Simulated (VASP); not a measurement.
# AlInAsP3 (P-6m2) in VASP: a series of runs

AlInAsP3 is run at these levels: PBE; tasks: relaxation of cell and atoms.

All numbers are computed with VASP 6.6.1; they aren't measurements. Logs are shortened: lines on timing, memory, paths and dates and some standing lists are left out, and cuts for length are marked.

### Step 1. The cell of the first run

It takes space group P-6m2 (No. 187, hexagonal). The conventional cell has a = 6.594 Å, b = 6.594 Å, c = 3.602 Å, α = 90.00°, β = 90.00°, γ = 120.00°. Al (site symmetry -6m2) has 2 Al at 3.60 Å and 12 P at 3.76 Å and 3 In at 3.81 Å and 3 As at 3.81 Å within 4.7 Å. In (site symmetry -6m2) has 6 P at 2.69 Å and 2 In at 3.60 Å and 3 As at 3.81 Å and 3 Al at 3.81 Å within 3.9 Å. P (site symmetry mm2) has 2 As at 2.55 Å and 2 In at 2.69 Å and 6 P at 3.13 to 3.60 Å and 4 Al at 3.76 Å within 3.8 Å. As (site symmetry -6m2) has 6 P at 2.55 Å within 3.4 Å.

The cell was generated, and may not be a known phase.

### Step 2. Relaxation of cell and atoms, PBE

File INCAR:

```
SYSTEM = AlInAsP3
PREC = Accurate ; ENCUT = 500
EDIFF = 1E-7 ; ISMEAR = 0
SIGMA = 0.1 ; LREAL = .FALSE.
LASPH = .TRUE. ; NELM = 120
ALGO = Normal ; ISIF = 3
LWAVE = .FALSE. ; LCHARG = .FALSE.
GGA = PE ; IBRION = 2
NSW = 90 ; EDIFFG = -0.04
GGA_COMPAT = .FALSE. ; NELMIN = 4
```

File KPOINTS:

```
Automatic mesh
0
G
  3 3 6
  0 0 0
```

File POSCAR:

```
AlInAsP3
1.0
    6.5943140566      0.0000000000      0.0000000000
   -3.2971570283      5.7108434935      0.0000000000
    0.0000000000      0.0000000000      3.6023029950
Al In P As
1 1 3 1
Direct
    0.0000000000      0.0000000000      0.0000000000
    0.3333333333      0.6666666667      0.0000000000
    0.9835353722      0.4917676861      0.5000000000
    0.5082323139      0.4917676861      0.5000000000
    0.5082323139      0.0164646278      0.5000000000
    0.6666666667      0.3333333333      0.0000000000
```

Potentials or basis: VASP PAW PBE potentials, release 64 (Al, In_d, P, As).

Command:

```bash
cat potpaw_PBE.64/Al/POTCAR potpaw_PBE.64/In_d/POTCAR potpaw_PBE.64/P/POTCAR potpaw_PBE.64/As/POTCAR > POTCAR
mpirun -np 1 vasp_std > vasp.out
```

OUTCAR:

```text
SYSTEM = AlInAsP3
   PREC = Accurate
   ENCUT = 500
   EDIFF = 1E-7
   ISMEAR = 0
   LREAL = .FALSE.
   LASPH = .TRUE.
   NELM = 120
   ISIF = 3
   GGA = PE
   IBRION = 2
   NSW = 90
   EDIFFG = -0.04
   NELMIN = 4

 ion  position               nearest neighbor table
   1  0.000  0.000  0.000-
   2  0.333  0.667  0.000-   5 2.69   5 2.69   3 2.69   3 2.69   4 2.69   4 2.69
   3  0.984  0.492  0.500-   6 2.55   6 2.55   2 2.69   2 2.69
   4  0.508  0.492  0.500-   6 2.55   6 2.55   2 2.69   2 2.69
   5  0.508  0.016  0.500-   6 2.55   6 2.55   2 2.69   2 2.69
   6  0.667  0.333  0.000-   5 2.55   5 2.55   3 2.55   3 2.55   4 2.55   4 2.55

  LATTYP: Found a hexagonal cell.
 ALAT       =     6.5943140566
 C/A-ratio  =     0.5462741028

  Lattice vectors:

 A1 = (   6.5943140566,   0.0000000000,   0.0000000000)
 A2 = (  -3.2971570283,   5.7108434935,   0.0000000000)
 A3 = (   0.0000000000,   0.0000000000,   3.6023029950)

Analysis of symmetry for initial positions (statically):
=====================================================================
 Subroutine PRICEL returns:
 Original cell was already a primitive cell.

 Routine SETGRP: Setting up the symmetry group for a
 hexagonal supercell.

 Subroutine GETGRP returns: Found 12 space group operations
 (whereof 12 operations were pure point group operations)
 out of a pool of 24 trial point group operations.

The static configuration has the point symmetry D_3h.

Analysis of symmetry for dynamics (positions and initial velocities):
=====================================================================
 Subroutine PRICEL returns:
 Original cell was already a primitive cell.

 Routine SETGRP: Setting up the symmetry group for a
 hexagonal supercell.

 Subroutine GETGRP returns: Found 12 space group operations
 (whereof 12 operations were pure point group operations)
 out of a pool of 24 trial point group operations.

The dynamic configuration has the point symmetry D_3h.

 Subroutine INISYM returns: Found 12 space group operations
 (whereof 12 operations are pure point group operations),
 and found     1 'primitive' translations

----------------------------------------------------------------------------------------

                                     Primitive cell

  volume of cell :     135.6595

  direct lattice vectors                    reciprocal lattice vectors
     6.594314057  0.000000000  0.000000000     0.151645795  0.087552741  0.000000000
    -3.297157028  5.710843493  0.000000000     0.000000000  0.175105482  0.000000000
     0.000000000  0.000000000  3.602302995     0.000000000  0.000000000  0.277600191

  length of vectors
     6.594314057  6.594314057  3.602302995     0.175105482  0.175105482  0.277600191

  position of ions in fractional coordinates (direct lattice)
     0.000000000  0.000000000  0.000000000
     0.333333333  0.666666667  0.000000000
     0.983535372  0.491767686  0.500000000
     0.508232314  0.491767686  0.500000000
     0.508232314  0.016464628  0.500000000
     0.666666667  0.333333333  0.000000000

  ion indices of the primitive-cell ions
   primitive index   ion index
                 1           1
                 2           2
                 3           3
                 4           4
                 5           5
                 6           6

----------------------------------------------------------------------------------------

 KPOINTS: Automatic mesh

Automatic generation of k-mesh.
 Grid dimensions read from file:
 generate k-points for:    3    3    6

 Generating k-lattice:

  Cartesian coordinates                     Fractional coordinates (reciprocal lattice)
     0.050548598  0.029184247  0.000000000     0.333333333  0.000000000  0.000000000
     0.000000000  0.058368494  0.000000000     0.000000000  0.333333333  0.000000000
     0.000000000  0.000000000  0.046266699     0.000000000  0.000000000  0.166666667

  Length of vectors
     0.058368494  0.058368494  0.046266699

  Shift w.r.t. Gamma in fractional coordinates (k-lattice)
     0.000000000  0.000000000  0.000000000

 Subroutine IBZKPT returns following result:
 ===========================================

 Found     12 irreducible k-points:

 Following reciprocal coordinates:
            Coordinates               Weight
  0.000000  0.000000  0.000000      1.000000
  0.333333  0.000000  0.000000      6.000000
  0.333333  0.333333  0.000000      2.000000
  0.000000  0.000000  0.166667      2.000000
  0.333333  0.000000  0.166667     12.000000
  0.333333  0.333333  0.166667      4.000000
  0.000000  0.000000  0.333333      2.000000
  0.333333  0.000000  0.333333     12.000000
  0.333333  0.333333  0.333333      4.000000
  0.000000  0.000000  0.500000      1.000000
  0.333333  0.000000  0.500000      6.000000
  0.333333  0.333333  0.500000      2.000000
   k-points           NKPTS =     12   k-points in BZ     NKDIM =     12   number of bands    NBANDS=     22
   number of dos      NEDOS =    301   number of ions     NIONS =      6
   total plane-waves  NPLWV =  64512
   dimension x,y,z NGX =    48 NGY =   48 NGZ =   28
   dimension x,y,z NGXF=    96 NGYF=   96 NGZF=   56
   ions per type =               1   1   3   1
   NGX,Y,Z   is equivalent  to a cutoff of  12.10, 12.10, 12.92 a.u.
   NGXF,Y,Z  is equivalent  to a cutoff of  24.20, 24.20, 25.84 a.u.
 SYSTEM =  AlInAsP3
   PREC   = accura    normal or accurate (medium, high low for compatibility)
   ISTART =      0    job   : 0-new  1-cont  2-samecut
   ICHARG =      2    charge: 1-file 2-atom 10-const
   ISPIN  =      1    spin polarized calculation?
   LNONCOLLINEAR =      F non collinear calculations
   LSORBIT =      F    spin-orbit coupling
   LASPH  =      T    aspherical Exc in radial PAW
   ENCUT  =  500.0 eV  36.75 Ry    6.06 a.u.  12.02 12.02  6.57*2*pi/ulx,y,z
   NELM   =    120;   NELMIN=  4; NELMDL= -5     # of ELM steps
   EDIFF  = 0.1E-06   stopping-criterion for ELM
   LREAL  =      F    real-space projection
   EDIFFG = -.4E-01   stopping-criterion for IOM
   NSW    =     90    number of steps for IOM
   IBRION =      2    ionic relax: 0-MD 1-quasi-New 2-CG
   NFREE  =      1    steps in history (QN), initial steepest desc. (CG)
   ISIF   =      3    stress and relaxation
   ISYM   =      2    0-nonsym 1-usesym 2-fastsym
   POTIM  = 0.5000    time-step for ionic-motion
   TEBEG  =    0.0;   TEEND  =   0.0 temperature during run
   PSTRESS=    0.0 pullay stress
   NELECT =      36.0000    total number of electrons
   NUPDOWN=      -1.0000    fix difference up-down
   EMIN   =  10.00;   EMAX   =-10.00  energy-range for DOS
   EFERMI =   0.00;   METHOD = LEGACY
   ISMEAR =     0;   SIGMA  =   0.10  broadening in eV -4-tet -1-fermi 0-gaus
   EFERMI_NEDOS =   21; number of points for ismear=-14 and -15
   IALGO  =     38    algorithm
   IMIX   =      4    mixing-type and parameters
     AMIX     =   0.40;   BMIX     =  1.00
     AMIX_MAG =   1.60;   BMIX_MAG =  1.00
  volume/ion in A,a.u.               =      22.61       152.58
  Fermi-wavevector in a.u.,A,eV,Ry     =   1.052024  1.988037 15.058307  1.106754
  Thomas-Fermi vector in A             =   2.187090
   LORBIT       =      0    0 simple, 1 ext, 2 COOP (PROOUT), +10 PAW based schemes
   GGA     = PE    functional components
   LHFCALC =     F    Hartree Fock is set to
   AEXX    =    0.0000 exact exchange contribution
   IVDW    =     0    specifies the selected vdW correction
   LEPSILON=     F    determine dielectric tensor
   LRPA    =     F    only Hartree local field effects (RPA)
 conjugate gradient relaxation of ions
 non-spin polarized calculation
 Gauss-broadening in eV      SIGMA  =   0.10
  energy-cutoff  :      500.00
  volume of cell :      135.66
 maximum number of plane-waves:      3468
   NGX = 25   NGY = 25   NGZ = 13

--------------------------------------- Ionic step        1  -------------------------------------------

 number of electron      36.0000000 magnetization

 Free energy of the ion-electron system (eV)
  ---------------------------------------------------
  ext. energy  EPLUGINS =         0.00000000
  ---------------------------------------------------
  free energy    TOTEN  =       -23.17884692 eV

  energy without entropy =      -23.16047063  energy(sigma->0) =      -23.16965878

------------------------ aborting loop because EDIFF is reached ----------------------------------------

  FORCE on cell =-STRESS in cart. coord.  units (eV):
  Direction    XX          YY          ZZ          XY          YZ          ZX
  --------------------------------------------------------------------------------------
  -------------------------------------------------------------------------------------
  Total        0.6651979      0.6651979     -1.1910489      0.0000000     -0.0000000      0.0000000
  in kB        7.8561779      7.8561779    -14.0666300      0.0000000     -0.0000000      0.0000000
  external PRESSURE =       0.5485753 kB  Pullay stress =       0.0000000 kB

 VOLUME and BASIS-vectors are now :
 -----------------------------------------------------------------------------
  energy-cutoff  :      500.00
  volume of cell :      135.66
      direct lattice vectors                 reciprocal lattice vectors
     6.594314057  0.000000000  0.000000000     0.151645795  0.087552741  0.000000000
    -3.297157028  5.710843493  0.000000000     0.000000000  0.175105482  0.000000000
     0.000000000  0.000000000  3.602302995     0.000000000  0.000000000  0.277600191
[... 281 lines left out ...]
 POSITION                                       TOTAL-FORCE (eV/Angst)
 -----------------------------------------------------------------------------------
     -0.00000      0.00000      0.00000         0.000000      0.000000     -0.000000
     -0.00000      3.87469      0.00000         0.000000      0.000000     -0.000000
      4.94967      2.85770      1.76061        -0.045643     -0.026352     -0.000000
      1.76148      2.85770      1.76061         0.045643     -0.026352     -0.000000
      3.35558      0.09664      1.76061         0.000000      0.052704      0.000000
      3.35558      1.93734      0.00000         0.000000      0.000000     -0.000000
 -----------------------------------------------------------------------------------
    total drift:                               -0.000000      0.000000     -0.000000

  FREE ENERGIE OF THE ION-ELECTRON SYSTEM (eV)
  ---------------------------------------------------
  free  energy   TOTEN  =       -23.2105630459 eV

  energy  without entropy=      -23.2002984517  energy(sigma->0) =      -23.20543075

--------------------------------------- Ionic step        9  -------------------------------------------

 number of electron      35.9999990 magnetization

 Free energy of the ion-electron system (eV)
  ---------------------------------------------------
  ext. energy  EPLUGINS =         0.00000000
  ---------------------------------------------------
  free energy    TOTEN  =       -23.21091959 eV

  energy without entropy =      -23.20061831  energy(sigma->0) =      -23.20576895

 E-fermi :   5.3510     XC(G=0):  -9.5157

 val. band max:        5.3347924172   @ k =   0.3333   0.0000   0.0000
 cond. band min:       5.4859341982   @ k =   0.3333   0.0000   0.5000
 fundamental gap:      0.1511417810
 Fermi energy:         5.3509930213

 k-point     1 :       0.0000    0.0000    0.0000
  band No.  band energies     occupation
      1      -9.2333      2.00000
      2      -9.1297      2.00000
      3      -9.1297      2.00000
      4      -9.0948      2.00000
      5      -9.0948      2.00000
      6      -8.8927      2.00000
[... 14 lines left out ...]
     21       7.6715      0.00000
     22       7.6715      0.00000
[... 295 lines left out ...]
 POSITION                                       TOTAL-FORCE (eV/Angst)
 -----------------------------------------------------------------------------------
      0.00000     -0.00000      3.52152        -0.000000      0.000000     -0.000000
     -0.00000      3.87375      3.52152        -0.000000      0.000000     -0.000000
      4.94558      2.85533      1.76076        -0.013251     -0.007650     -0.000000
      1.76395      2.85533      1.76076         0.013251     -0.007650     -0.000000
      3.35476      0.09996      1.76076        -0.000000      0.015301      0.000000
      3.35476      1.93687      3.52152        -0.000000      0.000000     -0.000000
 -----------------------------------------------------------------------------------
    total drift:                               -0.000000      0.000000     -0.000000

  FREE ENERGIE OF THE ION-ELECTRON SYSTEM (eV)
  ---------------------------------------------------
  free  energy   TOTEN  =       -23.2109195903 eV

  energy  without entropy=      -23.2006183079  energy(sigma->0) =      -23.20576895

 reached required accuracy - stopping structural energy minimisation
```

Wall time 4 min (1 thread of Intel Xeon Platinum 8259CL at 2.50GHz (Skylake/Cascade Lake), shared host); peak memory 0.27 GiB.

Results:

```
Free energy                           : -23.2109 eV
Relaxed volume                        : 22.88 Å³/atom
Relaxed cell                          : a = 6.710 Å, b = 6.710 Å, c = 3.522 Å, α = 90.00°, β = 90.00°, γ = 120.00°
Space group after relaxing (to 0.1 Å) : P-6m2 (No. 187)
Energy gained by relaxing             : 5.3 meV/atom
Ionic steps                           : 9
Pressure after relaxing               : 0.0 GPa
Largest force after relaxing          : 0.015 eV/Å
Band gap on the k mesh                : zero (bands 18 and 19 overlap by 0.85 eV)
```

Forces in eV/Å, atoms in the order of the input:
```
Al   0.000  0.000  0.000
In   0.000  0.000  0.000
P   -0.013 -0.008  0.000
P    0.013 -0.008  0.000
P    0.000  0.015  0.000
As   0.000  0.000  0.000
```

Step by step:
| step | energy change (eV) | largest force (eV/Å) | pressure (GPa) | volume (Å³) |
| --- | --- | --- | --- | --- |
| 1 | 0.0000 | 0.0188 | 0.05 | 135.66 |
| 2 | -0.0166 | 0.0028 | 0.16 | 135.80 |
| 3 | -0.0111 | 0.1687 | 0.91 | 136.10 |
| 4 | -0.0288 | 0.0518 | 0.40 | 135.94 |
| 5 | -0.0293 | 0.0772 | 0.50 | 135.98 |
| 6 | -0.0294 | 0.0706 | 0.47 | 135.97 |
| 7 | -0.0315 | 0.0480 | -0.18 | 137.73 |
| 8 | -0.0317 | 0.0527 | -0.04 | 137.35 |
| 9 | -0.0321 | 0.0153 | -0.02 | 137.29 |

Final structure:
```yaml
crystal:
  lattice:
    - [6.70953, 0.00000, 0.00000]
    - [-3.35476, 5.81062, 0.00000]
    - [0.00000, 0.00000, 3.52152]
  atoms:
    - { symbol: Al, position: [0.00000, 0.00000, 0.00000] }
    - { symbol: In, position: [0.33333, 0.66667, 0.00000] }
    - { symbol: P, position: [0.98280, 0.49140, 0.50000] }
    - { symbol: P, position: [0.50860, 0.49140, 0.50000] }
    - { symbol: P, position: [0.50860, 0.01720, 0.50000] }
    - { symbol: As, position: [0.66667, 0.33333, 0.00000] }
```

Caveat: the k points lie up to 0.36 Å⁻¹ apart in the final cell, too coarse for converged energies and pressures of a metal; spin-orbit coupling is left out, which moves the levels of the heavy elements.

### Step 3. Relaxation of cell and atoms, PBE

This run uses another cell than the first one, of 22.89 Å³/atom.

File INCAR:

```
SYSTEM = AlInAsP3
ALGO = Normal
EDIFF = 1E-7
EDIFFG = -0.01
ENCUT = 500
GGA = PE
GGA_COMPAT = .FALSE.
IBRION = 2
ISIF = 3
ISMEAR = 0
LASPH = .TRUE.
LCHARG = .FALSE.
LREAL = .FALSE.
LWAVE = .FALSE.
NELM = 120
NELMIN = 4
NSW = 100
PREC = Accurate
SIGMA = 0.1
```

File KPOINTS:

```
k-points
0
G
  6 6 10
  0 0 0
```

File POSCAR:

```
AlInAsP3
1.0
    6.7097591129      0.0000000000      0.0000000000
   -3.3548795565      5.8108218451      0.0000000000
    0.0000000000      0.0000000000      3.5230173499
Al In P As
1 1 3 1
Direct
    0.0000000000      0.0000000000      0.0000000000
    0.3333333333      0.6666666667      0.0000000000
    0.9820993087      0.4910496543      0.5000000000
    0.5089503457      0.4910496543      0.5000000000
    0.5089503457      0.0179006913      0.5000000000
    0.6666666667      0.3333333333      0.0000000000
```

Potentials or basis: VASP PAW PBE potentials, release 64 (Al, In_d, P, As).

Command:

```bash
cat potpaw_PBE.64/Al/POTCAR potpaw_PBE.64/In_d/POTCAR potpaw_PBE.64/P/POTCAR potpaw_PBE.64/As/POTCAR > POTCAR
mpirun -np 1 vasp_std > vasp.out
```

It took 22 min on 1 thread of Intel Xeon Platinum 8259CL at 2.50GHz (Skylake/Cascade Lake), shared host; peak memory 0.36 GiB.

The run converged. Its results:

- Free energy: -23.1042 eV
- Relaxed volume: 22.36 Å³/atom
- Relaxed cell: a = 6.374 Å, b = 6.374 Å, c = 3.812 Å, α = 90.00°, β = 90.00°, γ = 120.00°
- Space group after relaxing (to 0.1 Å): P-6m2 (No. 187)
- Energy gained by relaxing: 9.5 meV/atom
- Ionic steps: 15
- Pressure after relaxing: 0.0 GPa
- Largest force after relaxing: 0.008 eV/Å
- Band gap on the k mesh: zero (bands 18 and 19 overlap by 1.28 eV)

Forces on the atoms (eV/Å):
```
Al   0.000  0.000  0.000
In   0.000  0.000  0.000
P   -0.007 -0.004  0.000
P    0.007 -0.004  0.000
P    0.000  0.008  0.000
As   0.000  0.000  0.000
```

The path:
```
step  energy change (eV)  largest force (eV/Å)  pressure (GPa)  volume (Å³)
   1              0.0000                0.0175            0.33       137.36
   2             -0.0051                0.0096           -0.05       138.31
   3             -0.0040                0.0473           -1.27       141.16
   4             -0.0083                0.0344           -0.54       139.47
   5             -0.0115                0.0309           -0.57       139.41
   6             -0.0183                0.0172           -0.69       139.20
   7             -0.0275                0.0824           -0.92       138.72
   8             -0.0412                0.1076           -1.29       137.49
   9             -0.0419                0.0889           -1.22       137.94
  10             -0.0496                0.0777           -0.86       136.64
  11             -0.0556                0.0723           -0.23       134.52
  12             -0.0557                0.0728           -0.10       134.12
  13             -0.0562                0.0611           -0.08       134.12
  14             -0.0571                0.0255            0.00       134.14
  15             -0.0572                0.0084            0.03       134.14
```

Final structure:
```xyz
6
Lattice="6.3743 0.0000 0.0000 -3.1872 5.5203 0.0000 0.0000 0.0000 3.8121" Properties=species:S:1:pos:R:3 pbc="T T T"
Al    0.0000    0.0000    0.0000
In    0.0000    3.6802    0.0000
P     4.6833    2.7039    1.9061
P     1.6910    2.7039    1.9061
P     3.1872    0.1125    1.9061
As    3.1872    1.8401    0.0000
```

Levels at points of the mesh, in eV from the Fermi level:
| k point | band 14 | band 15 | band 16 | band 17 | band 18 | band 19 | band 20 | band 21 | band 22 |
| --- | --- | --- | --- | --- | --- | --- | --- | --- | --- |
| (0.00, 0.00, 0.00) | -3.97 | -0.34 | -0.34 | -0.07 | -0.07 | 0.98 | 1.11 | 1.84 | 1.84 |
| (0.50, 0.00, 0.00) | -2.18 | -2.10 | -1.59 | -0.75 | -0.37 | 0.24 | 0.54 | 1.28 | 1.87 |
| (0.00, 0.00, 0.50) | -2.78 | -2.78 | -2.42 | -0.78 | -0.78 | -0.29 | 1.55 | 1.61 | 1.61 |
| (0.50, 0.00, 0.50) | -2.75 | -1.92 | -1.82 | -1.53 | -0.75 | -0.65 | 0.95 | 1.65 | 1.69 |

Caveat: spin-orbit coupling is left out, which moves the levels of the heavy elements.

The gap in the log of VASP goes by the Fermi energy; the results here count the filled bands.